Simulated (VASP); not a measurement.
Na5H:

```
CELL_PARAMETERS angstrom
5.76522 0.00000 0.00000
-2.88261 4.99283 0.00000
0.00000 0.00000 5.10100
ATOMIC_POSITIONS crystal
Na 0.00000 0.60751 0.00000
Na 0.60751 0.00000 0.00000
Na 0.39249 0.39249 0.00000
Na 0.66667 0.33333 0.50000
Na 0.33333 0.66667 0.50000
H 0.00000 0.00000 0.50000
```

- Program: VASP 6.6.1
- Task: relaxation of cell and atoms
- Functional: PBE
- Potentials or basis: VASP PAW PBE potentials, release 64 (Na_pv, H)
- Cutoff: 600 eV
- k mesh: 3 × 3 × 4
- Occupations: gaussian, width 0.1 eV
- Spin: no spin polarisation

At the start: pressure 4.4 GPa; volume 24.47 Å³/atom.

Q: How do energy, volume and symmetry change on relaxing?

A: Over 27 steps the energy falls by 311.0 meV/atom and the volume is 31.88 Å³/atom (+30.3 %); space group P-62m (No. 189, to 0.05 Å).

Step by step:
```tsv
step	energy change (eV)	largest force (eV/Å)	pressure (GPa)	volume (Å³)
1	0.0000	0.8164	4.40	146.83
2	-0.4100	0.6578	2.49	161.58
3	-0.7662	0.3998	0.18	192.54
4	-0.7859	0.3409	-0.26	201.53
5	-0.7864	0.3332	-0.33	202.82
6	-0.8164	0.3240	-0.31	201.00
7	-0.8997	0.2875	-0.26	195.61
8	-1.0219	0.1536	-0.12	185.10
9	-0.7549	0.7900	1.01	165.21
10	-1.0359	0.1024	-0.01	182.03
11	-1.0407	0.0231	0.16	178.11
12	-1.0421	0.0266	0.11	179.50
13	-1.0576	0.0125	-0.02	181.19
14	-1.1013	0.0194	-0.27	185.66
15	-1.2544	0.0034	-0.52	191.53
16	-1.7923	0.0572	-0.19	188.63
17	44.7130	3.9089	47.22	104.86
18	-1.7781	0.2424	-0.01	188.10
19	-1.8173	0.3146	0.26	185.40
20	-1.8275	0.2809	0.20	188.20
21	-1.8275	0.2802	0.19	188.18
22	-1.8381	0.2404	0.14	188.82
23	-1.8588	0.1230	-0.02	190.73
24	-1.8566	0.0709	-0.31	194.57
25	-1.8643	0.0238	-0.18	192.58
26	-1.8643	0.0318	-0.11	192.45
27	-1.8662	0.0186	-0.12	191.25
```

Final structure:
```xyz
6
Lattice="8.1284 0.0000 0.0000 -4.0642 7.0394 0.0000 0.0000 0.0000 3.3424" Properties=species:S:1:pos:R:3 pbc="T T T"
Na   -3.1345    5.4292    0.0000
Na    6.2691    0.0000    0.0000
Na    0.9297    1.6102    0.0000
Na    4.0642    2.3465    1.6712
Na    0.0000    4.6929    1.6712
H     0.0000    0.0000    1.6712
```

Caveat: the k points lie up to 0.47 Å⁻¹ apart in the final cell; the volume moved by over 15 % at a fixed basis, so the end points are rough.
